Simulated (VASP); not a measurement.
Wanted: the native input for a VASP 6.6.1 run.

* Task: single point
* Functional: PBE
* Potentials or basis: VASP PAW PBE potentials, release 64 (Co)
* Cutoff: 520 eV
* k mesh: 14 × 14 × 8
* Occupations: fermi-dirac, width 0.05 eV
* Spin: collinear spin, antiferromagnetic start
* Starting moments: [1.7, -1.7] μB
* Dipole correction: no
* Further INCAR settings: ALGO = Normal; EDIFF = 1e-06; NBANDS = 20

The structure of Co lies in POSCAR:

```
Co
1.0
    2.4935225139      0.0000000000      0.0000000000
   -1.2467612569      2.1594538420      0.0000000000
    0.0000000000      0.0000000000      4.0277857565
Co
2
Direct
    0.3333333333      0.6666666667      0.2500000000
    0.6666666667      0.3333333333      0.7500000000
```

One way to write it, as run:

INCAR

```
SYSTEM = Co
  ALGO = Normal
  EDIFF = 1E-6
  ENCUT = 520
  GGA = PE
  ISIF = 2
  ISMEAR = -1
  ISPIN = 2
  LASPH = .True.
  LCHARG = .False.
  LMAXMIX = 4
  LORBIT = 11
  LREAL = .False.
  LWAVE = .False.
  MAGMOM = 1.7 -1.7
  NBANDS = 20
  NELM = 150
  PREC = Accurate
  SIGMA = 0.05
```

KPOINTS

```
k-points
0
Gamma
  14 14 8
  0 0 0
```

Potentials or basis: VASP PAW PBE potentials, release 64 (Co).

Command:

```console
$ cat potpaw_PBE.64/Co/POTCAR > POTCAR
$ mpirun -np 1 vasp_std > vasp.out
```

Results of the run:

The pressure is -7.3 GPa. The band gap on the k mesh is zero (filled and empty bands overlap) and the net moment is 0.00 μB per cell. The site moments are Co +0.88, -0.88 μB and the valence electrons inside the program's atomic spheres are Co 8.27.

Caveat: the cell stands under tension.

Run time: 62 s on 1 thread of Intel(R) Xeon(R) 6975P-C (Granite Rapids), with other jobs on the host, peak memory 0.19 GiB.
